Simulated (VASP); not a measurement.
A run of VASP 6.6.1:

The input INCAR:

```
PREC = Accurate
ENCUT = 520
EDIFF = 1E-6
ISMEAR = -1
SIGMA = 0.05
LREAL = F
LASPH = T
NELM = 60
ALGO = Normal
ISIF = 2
LWAVE = F
LCHARG = F
GGA = CA
NBANDS = 12
```

File KPOINTS:

```
Automatic mesh
0
Gamma
  18 18 18
```

File POSCAR:

```
Ti
1.0
    0.0000000000      1.7794020918      1.7794020918
    1.7794020918      0.0000000000      1.7794020918
    1.7794020918      1.7794020918      0.0000000000
Ti
1
Direct
    0.0000000000      0.0000000000      0.0000000000
```

Potentials or basis: VASP PAW LDA potentials, release 64 (Ti_sv).

Launch:

```sh
$ cat potpaw_LDA.64/Ti_sv/POTCAR > POTCAR
$ mpirun -np 1 vasp_std > vasp.out
```

Hardware: 1 thread of Intel(R) Xeon(R) 6975P-C (Granite Rapids) (shared host).

Question: How long does it take, and how much memory?

Answer: It took 14 s on 1 thread of Intel(R) Xeon(R) 6975P-C (Granite Rapids) (shared host), peak memory 0.14 GiB. Counts: scf iterations 12, k points 195.
